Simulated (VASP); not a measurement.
# Nb in VASP: notebook

Runs on Nb. Level: LDA. Tasks: single point.

Everything below comes from runs of VASP 6.6.1. Logs are shortened: lines on timing, memory, paths and dates and some standing lists are left out, and cuts for length are marked.

## (1) The cell of the first run

The structure is tetragonal, space group I4/mmm (No. 139). Conventional cell: a = 2.991 Å, b = 2.991 Å, c = 4.145 Å, α = 90.00°, β = 90.00°, γ = 90.00°. Nb (site symmetry 4/mmm) has 12 Nb at 2.96 to 2.99 Å within 3.9 Å.

## (2) Single point, LDA (zz strain of -2 %)

File INCAR:

```
SYSTEM = Nb
  PREC = Accurate
  ENCUT = 520
  EDIFF = 1E-7
  ISMEAR = -1
  SIGMA = 0.03
  LREAL = .False.
  LASPH = .True.
  NELM = 60
  ALGO = Normal
  ISIF = 2
  LWAVE = .False.
  LCHARG = .False.
  NBANDS = 12
```

File KPOINTS:

```
Automatic mesh
0
Gamma
  13 13 13
  0 0 0
```

File POSCAR:

```
Nb
1.0
    0.0000000000      2.1150000000      2.0727000000
    2.1150000000      0.0000000000      2.0727000000
    2.1150000000      2.1150000000      0.0000000000
Nb
1
Direct
    0.0000000000      0.0000000000      0.0000000000
```

Potentials or basis: VASP PAW LDA potentials, release 64 (Nb_sv).

Run with:

```
$ cat potpaw_LDA.64/Nb_sv/POTCAR > POTCAR
$ mpirun -np 1 vasp_std > vasp.out
```

OUTCAR:

```text
SYSTEM = Nb
   PREC = Accurate
   ENCUT = 520
   EDIFF = 1E-7
   ISMEAR = -1
   LREAL = .False.
   LASPH = .True.
   NELM = 60
   ISIF = 2

 ion  position               nearest neighbor table
   1  0.000  0.000  0.000-

  LATTYP: Found a body centered tetragonal cell.
 ALAT       =     2.9910616844
 C/A-ratio  =     1.3859292911

  Lattice vectors:

 A1 = (   0.0000000000,  -2.1150000000,  -2.0727000000)
 A2 = (   0.0000000000,   2.1150000000,  -2.0727000000)
 A3 = (   2.1150000000,   0.0000000000,   2.0727000000)

Analysis of symmetry for initial positions (statically):
=====================================================================
 Subroutine PRICEL returns:
 Original cell was already a primitive cell.

 Routine SETGRP: Setting up the symmetry group for a
 body centered tetragonal supercell.

 Subroutine GETGRP returns: Found 16 space group operations
 (whereof 16 operations were pure point group operations)
 out of a pool of 16 trial point group operations.

The static configuration has the point symmetry D_4h.

Analysis of symmetry for dynamics (positions and initial velocities):
=====================================================================
 Subroutine PRICEL returns:
 Original cell was already a primitive cell.

 Routine SETGRP: Setting up the symmetry group for a
 body centered tetragonal supercell.

 Subroutine GETGRP returns: Found 16 space group operations
 (whereof 16 operations were pure point group operations)
 out of a pool of 16 trial point group operations.

The dynamic configuration has the point symmetry D_4h.

 Subroutine INISYM returns: Found 16 space group operations
 (whereof 16 operations are pure point group operations),
 and found     1 'primitive' translations

----------------------------------------------------------------------------------------

                                     Primitive cell

  volume of cell :      18.5433

  direct lattice vectors                    reciprocal lattice vectors
     0.000000000  2.115000000  2.072700000    -0.236406619  0.236406619  0.241231244
     2.115000000  0.000000000  2.072700000     0.236406619 -0.236406619  0.241231244
     2.115000000  2.115000000  0.000000000     0.236406619  0.236406619 -0.241231244

  length of vectors
     2.961302127  2.961302127  2.991061684     0.412272595  0.412272595  0.412272595

  position of ions in fractional coordinates (direct lattice)
     0.000000000  0.000000000  0.000000000

  ion indices of the primitive-cell ions
   primitive index   ion index
                 1           1

----------------------------------------------------------------------------------------

 KPOINTS: Automatic mesh

Automatic generation of k-mesh.
 Grid dimensions read from file:
 generate k-points for:   13   13   13

 Generating k-lattice:

  Cartesian coordinates                     Fractional coordinates (reciprocal lattice)
    -0.018185125  0.018185125  0.018556250     0.076923077  0.000000000  0.000000000
     0.018185125 -0.018185125  0.018556250     0.000000000  0.076923077  0.000000000
     0.018185125  0.018185125 -0.018556250     0.000000000  0.000000000  0.076923077

  Length of vectors
     0.031713277  0.031713277  0.031713277

  Shift w.r.t. Gamma in fractional coordinates (k-lattice)
     0.000000000  0.000000000  0.000000000

 Subroutine IBZKPT returns following result:
 ===========================================

 Found    196 irreducible k-points:

 Following reciprocal coordinates:
            Coordinates               Weight
  0.000000  0.000000  0.000000      1.000000
  0.076923 -0.000000  0.000000      8.000000
  0.153846 -0.000000  0.000000      8.000000
  0.230769 -0.000000  0.000000      8.000000
  0.307692 -0.000000  0.000000      8.000000
  0.384615  0.000000  0.000000      8.000000
[... 16 lines left out ...]
  0.384615  0.153846  0.000000      8.000000
  0.461538  0.153846  0.000000      8.000000
 [... further k-points ...]
   k-points           NKPTS =    196   k-points in BZ     NKDIM =    196   number of bands    NBANDS=     12
   number of dos      NEDOS =    301   number of ions     NIONS =      1
   total plane-waves  NPLWV =  13824
   dimension x,y,z NGX =    24 NGY =   24 NGZ =   24
   dimension x,y,z NGXF=    48 NGYF=   48 NGZF=   48
   ions per type =               1
   NGX,Y,Z   is equivalent  to a cutoff of  13.47, 13.47, 13.34 a.u.
   NGXF,Y,Z  is equivalent  to a cutoff of  26.95, 26.95, 26.68 a.u.
 SYSTEM =  Nb
   PREC   = accura    normal or accurate (medium, high low for compatibility)
   ISTART =      0    job   : 0-new  1-cont  2-samecut
   ICHARG =      2    charge: 1-file 2-atom 10-const
   ISPIN  =      1    spin polarized calculation?
   LNONCOLLINEAR =      F non collinear calculations
   LSORBIT =      F    spin-orbit coupling
   LASPH  =      T    aspherical Exc in radial PAW
   ENCUT  =  520.0 eV  38.22 Ry    6.18 a.u.   5.51  5.51  5.56*2*pi/ulx,y,z
   NELM   =     60;   NELMIN=  2; NELMDL= -5     # of ELM steps
   EDIFF  = 0.1E-06   stopping-criterion for ELM
   LREAL  =      F    real-space projection
   EDIFFG = 0.1E-05   stopping-criterion for IOM
   NSW    =      0    number of steps for IOM
   IBRION =     -1    ionic relax: 0-MD 1-quasi-New 2-CG
   NFREE  =      0    steps in history (QN), initial steepest desc. (CG)
   ISIF   =      2    stress and relaxation
   ISYM   =      2    0-nonsym 1-usesym 2-fastsym
   POTIM  = 0.5000    time-step for ionic-motion
   TEBEG  =    0.0;   TEEND  =   0.0 temperature during run
   PSTRESS=    0.0 pullay stress
   NELECT =      13.0000    total number of electrons
   NUPDOWN=      -1.0000    fix difference up-down
   EMIN   =  10.00;   EMAX   =-10.00  energy-range for DOS
   EFERMI =   0.00;   METHOD = LEGACY
   ISMEAR =    -1;   SIGMA  =   0.03  broadening in eV -4-tet -1-fermi 0-gaus
   EFERMI_NEDOS =   21; number of points for ismear=-14 and -15
   IALGO  =     38    algorithm
   IMIX   =      4    mixing-type and parameters
     AMIX     =   0.40;   BMIX     =  1.00
     AMIX_MAG =   1.60;   BMIX_MAG =  1.00
  volume/ion in A,a.u.               =      18.54       125.14
  Fermi-wavevector in a.u.,A,eV,Ry     =   1.454321  2.748268 28.776989  2.115049
  Thomas-Fermi vector in A             =   2.571485
   LORBIT       =      0    0 simple, 1 ext, 2 COOP (PROOUT), +10 PAW based schemes
   GGA     = CA    functional components
   LHFCALC =     F    Hartree Fock is set to
   AEXX    =    0.0000 exact exchange contribution
   IVDW    =     0    specifies the selected vdW correction
   LEPSILON=     F    determine dielectric tensor
   LRPA    =     F    only Hartree local field effects (RPA)
 non-spin polarized calculation
  energy-cutoff  :      520.00
  volume of cell :       18.54
 maximum number of plane-waves:       531
 NGX is ok and might be reduce to    24
   NGX = 11   NGY = 11   NGZ = 11

 number of electron      13.0000001 magnetization

 Free energy of the ion-electron system (eV)
  ---------------------------------------------------
  ext. energy  EPLUGINS =         0.00000000
  ---------------------------------------------------
  free energy    TOTEN  =       -10.87540863 eV

  energy without entropy =      -10.87036131  energy(sigma->0) =      -10.87288497

 E-fermi :  10.9005     XC(G=0): -12.5691

 val. band max:       10.9003414482   @ k =   0.4615   0.2308   0.0000
 cond. band min:      10.9015284800   @ k =   0.4615  -0.0000   0.1538
 fundamental gap:      0.0011870318
 Fermi energy:        10.9005206438

 k-point     1 :       0.0000    0.0000    0.0000
  band No.  band energies     occupation
      1     -43.5349      2.00000
      2     -19.0540      2.00000
      3     -19.0535      2.00000
      4     -19.0535      2.00000
      5       4.7092      2.00000
      6      10.9362      0.46656
      7      10.9362      0.46656
      8      11.1710      0.00024
      9      13.4699      0.00000
     10      13.7790      0.00000
     11      22.8335      0.00000
     12      27.3875      0.00000

 k-point     2 :       0.0769   -0.0000    0.0000
  band No.  band energies     occupation
      1     -43.5232      2.00000
      2     -19.1305      2.00000
      3     -19.0640      2.00000
      4     -19.0623      2.00000
      5       4.9325      2.00000
      6      10.8189      1.87666
      7      11.0369      0.02098
      8      11.2213      0.00005
      9      13.3898      0.00000
     10      13.6810      0.00000
     11      23.2790      0.00000
     12      26.6988      0.00000

 k-point     3 :       0.1538   -0.0000    0.0000
  band No.  band energies     occupation
      1     -43.4906      2.00000
      2     -19.3399      2.00000
      3     -19.0929      2.00000
      4     -19.0856      2.00000
      5       5.5443      2.00000
      6      10.4688      2.00000
      7      11.2466      0.00002
      8      11.4282      0.00000
      9      13.2892      0.00000
     10      13.5169      0.00000
     11      24.2499      0.00000
     12      25.4501      0.00000

 k-point     4 :       0.2308   -0.0000    0.0000
  band No.  band energies     occupation
      1     -43.4443      2.00000
      2     -19.6269      2.00000
      3     -19.1333      2.00000
      4     -19.1183      2.00000
      5       6.3377      2.00000
      6      10.2307      2.00000
      7      11.2954      0.00000
      8      11.5222      0.00000
      9      13.5241      0.00000
     10      13.6372      0.00000
     11      23.5924      0.00000
     12      26.0647      0.00000

 k-point     5 :       0.3077   -0.0000    0.0000
  band No.  band energies     occupation
      1     -43.3946      2.00000
      2     -19.9220      2.00000
      3     -19.1759      2.00000
      4     -19.1527      2.00000
      5       6.9177      2.00000
      6      10.5351      1.99999
      7      11.0953      0.00302
      8      11.3517      0.00000
      9      14.2122      0.00000
     10      14.2170      0.00000
     11      22.5599      0.00000
     12      25.9057      0.00000
[... 228 lines left out ...]
      1     -43.4381      2.00000
      2     -19.5227      2.00000
      3     -19.2082      2.00000
      4     -19.1934      2.00000
      5       6.4845      2.00000
      6       9.6684      2.00000
      7      11.6746      0.00000
      8      11.9409      0.00000
      9      12.5831      0.00000
     10      14.1161      0.00000
     11      25.6373      0.00000
     12      26.3710      0.00000

 k-point    22 :       0.3077    0.1538    0.0000
  band No.  band energies     occupation
      1     -43.3937      2.00000
      2     -19.7694      2.00000
      3     -19.2551      2.00000
      4     -19.2341      2.00000
      5       7.1977      2.00000
      6       9.4556      2.00000
      7      11.1538      0.00043
      8      11.9707      0.00000
      9      13.5040      0.00000
     10      14.6517      0.00000
     11      24.4556      0.00000
     12      27.0667      0.00000

 k-point    23 :       0.3846    0.1538    0.0000
  band No.  band energies     occupation
      1     -43.3505      2.00000
      2     -19.9992      2.00000
      3     -19.2883      2.00000
      4     -19.2882      2.00000
      5       7.6137      2.00000
      6       9.7102      2.00000
      7      10.7651      1.97829
      8      11.7711      0.00000
      9      14.7826      0.00000
     10      15.3510      0.00000
     11      23.2118      0.00000
     12      25.7794      0.00000

 k-point    24 :       0.4615    0.1538    0.0000
  band No.  band energies     occupation
      1     -43.3187      2.00000
      2     -20.1604      2.00000
      3     -19.3451      2.00000
      4     -19.3005      2.00000
      5       7.6982      2.00000
      6       9.9375      2.00000
      7      10.9917      0.09136
      8      11.5343      0.00000
      9      15.7897      0.00000
     10      16.1698      0.00000
     11      21.8053      0.00000
     12      24.6588      0.00000

 [... further k-points ...]
[... 5 lines left out ...]
  --------------------------------------------------------------------------------------
  -------------------------------------------------------------------------------------
  Total       -0.6330906     -0.6330906     -1.3483096      0.0000000     -0.0000000     -0.0000000
  in kB      -54.7002409    -54.7002409   -116.4965375      0.0000000     -0.0000000     -0.0000000
  external PRESSURE =     -75.2990064 kB  Pullay stress =       0.0000000 kB

 VOLUME and BASIS-vectors are now :
 -----------------------------------------------------------------------------
  energy-cutoff  :      520.00
  volume of cell :       18.54
      direct lattice vectors                 reciprocal lattice vectors
     0.000000000  2.115000000  2.072700000    -0.236406619  0.236406619  0.241231244
     2.115000000  0.000000000  2.072700000     0.236406619 -0.236406619  0.241231244
     2.115000000  2.115000000  0.000000000     0.236406619  0.236406619 -0.241231244

 POSITION                                       TOTAL-FORCE (eV/Angst)
 -----------------------------------------------------------------------------------
      0.00000      0.00000      0.00000        -0.000000      0.000000     -0.000000
 -----------------------------------------------------------------------------------
    total drift:                               -0.000000      0.000000      0.000000

  FREE ENERGIE OF THE ION-ELECTRON SYSTEM (eV)
  ---------------------------------------------------
  free  energy   TOTEN  =       -10.8754086298 eV

  energy  without entropy=      -10.8703613132  energy(sigma->0) =      -10.87288497
```

Wall time 20 s (1 thread of Intel Xeon 6975P-C, shared host); peak memory 0.16 GiB.

Results:

| Quantity | Value |
| --- | --- |
| Free energy | -10.8754 eV |
| Pressure | -7.5 GPa |

Stress tensor (GPa, compression positive):
```
 -5.47   0.00   0.00
  0.00  -5.47   0.00
  0.00   0.00 -11.65
```

Levels at points of the mesh, in eV from the Fermi level:
| k point | band 4 | band 5 | band 6 | band 7 | band 8 | band 9 |
| --- | --- | --- | --- | --- | --- | --- |
| (0.00, 0.00, 0.00) | -29.95 | -6.19 | 0.04 | 0.04 | 0.27 | 2.57 |

Caveat: the cell differs from its parent crystal (zz strain of -2 %).

## (3) Single point, LDA (zz strain of +1 %)

File INCAR:

```
SYSTEM = Nb
PREC = Accurate
ENCUT = 520
EDIFF = 1E-6
ISMEAR = -1
SIGMA = 0.03
LREAL = .False.
LASPH = .True.
NELM = 80
ALGO = Normal
ISIF = 2
LWAVE = .False.
LCHARG = .False.
GGA = CA
NBANDS = 12
```

KPOINTS is that of step 2.

File POSCAR:

```
Nb
1.0
    0.0000000000      2.1150000000      2.1361500000
    2.1150000000      0.0000000000      2.1361500000
    2.1150000000      2.1150000000      0.0000000000
Nb
1
Direct
    0.0000000000      0.0000000000      0.0000000000
```

Potentials or basis: VASP PAW LDA potentials, release 64 (Nb_sv).

Run with:

```
$ cat potpaw_LDA.64/Nb_sv/POTCAR > POTCAR
$ mpirun -np 1 vasp_std > vasp.out
```

OUTCAR:

```text
SYSTEM = Nb
   PREC = Accurate
   ENCUT = 520
   EDIFF = 1E-6
   ISMEAR = -1
   LREAL = .False.
   LASPH = .True.
   NELM = 80
   ISIF = 2
   GGA = CA

 ion  position               nearest neighbor table
   1  0.000  0.000  0.000-

  LATTYP: Found a body centered tetragonal cell.
 ALAT       =     2.9910616844
 C/A-ratio  =     1.4283556980

  Lattice vectors:

 A1 = (  -2.1150000000,   0.0000000000,   2.1361500000)
 A2 = (   2.1150000000,   0.0000000000,   2.1361500000)
 A3 = (   0.0000000000,   2.1150000000,  -2.1361500000)

Analysis of symmetry for initial positions (statically):
=====================================================================
 Subroutine PRICEL returns:
 Original cell was already a primitive cell.

 Routine SETGRP: Setting up the symmetry group for a
 body centered tetragonal supercell.

 Subroutine GETGRP returns: Found 16 space group operations
 (whereof 16 operations were pure point group operations)
 out of a pool of 16 trial point group operations.

The static configuration has the point symmetry D_4h.

Analysis of symmetry for dynamics (positions and initial velocities):
=====================================================================
 Subroutine PRICEL returns:
[... 159 lines left out ...]
 Fermi energy:        10.4860132327

 k-point     1 :       0.0000    0.0000    0.0000
  band No.  band energies     occupation
      1     -43.9896      2.00000
      2     -19.5648      2.00000
      3     -19.5642      2.00000
      4     -19.5642      2.00000
      5       4.3634      2.00000
      6      10.5349      0.32781
      7      10.6493      0.00863
      8      10.6493      0.00863
      9      13.0399      0.00000
     10      13.1905      0.00000
     11      22.3777      0.00000
     12      26.8148      0.00000
[... 331 lines left out ...]
 k-point    24 :       0.4615    0.1538    0.0000
  band No.  band energies     occupation
      1     -43.8025      2.00000
      2     -20.5563      2.00000
      3     -19.8467      2.00000
      4     -19.7638      2.00000
      5       7.3665      2.00000
      6       9.5086      2.00000
      7      10.4648      1.33975
      8      11.2834      0.00000
      9      15.1065      0.00000
     10      15.5621      0.00000
     11      21.0461      0.00000
     12      23.9428      0.00000

 [... further k-points ...]
[... 5 lines left out ...]
  --------------------------------------------------------------------------------------
  -------------------------------------------------------------------------------------
  Total       -1.5240724     -1.5240724     -1.2027161      0.0000000      0.0000000     -0.0000000
  in kB     -127.7714145   -127.7714145   -100.8303377      0.0000000      0.0000000     -0.0000000
  external PRESSURE =    -118.7910556 kB  Pullay stress =       0.0000000 kB

 VOLUME and BASIS-vectors are now :
 -----------------------------------------------------------------------------
  energy-cutoff  :      520.00
  volume of cell :       19.11
      direct lattice vectors                 reciprocal lattice vectors
     0.000000000  2.115000000  2.136150000    -0.236406619  0.236406619  0.234065960
     2.115000000  0.000000000  2.136150000     0.236406619 -0.236406619  0.234065960
     2.115000000  2.115000000  0.000000000     0.236406619  0.236406619 -0.234065960

 POSITION                                       TOTAL-FORCE (eV/Angst)
 -----------------------------------------------------------------------------------
      0.00000      0.00000      0.00000         0.000000      0.000000      0.000000
 -----------------------------------------------------------------------------------
    total drift:                               -0.000000      0.000000      0.000000

  FREE ENERGIE OF THE ION-ELECTRON SYSTEM (eV)
  ---------------------------------------------------
  free  energy   TOTEN  =       -10.8377832904 eV

  energy  without entropy=      -10.8326758073  energy(sigma->0) =      -10.83522955
```

Wall time 20 s (1 thread of Intel Xeon 6975P-C, shared host); peak memory 0.16 GiB.

What came out:

```yaml
Free_energy: -10.8378 eV
Pressure: -11.9 GPa
```

Levels at points of the mesh, in eV from the Fermi level:
| k point | band 4 | band 5 | band 6 | band 7 | band 8 | band 9 |
| --- | --- | --- | --- | --- | --- | --- |
| (0.00, 0.00, 0.00) | -30.05 | -6.12 | 0.05 | 0.16 | 0.16 | 2.55 |

Caveat: the cell differs from its parent crystal (zz strain of +1 %).

[end of part 1 of 2]
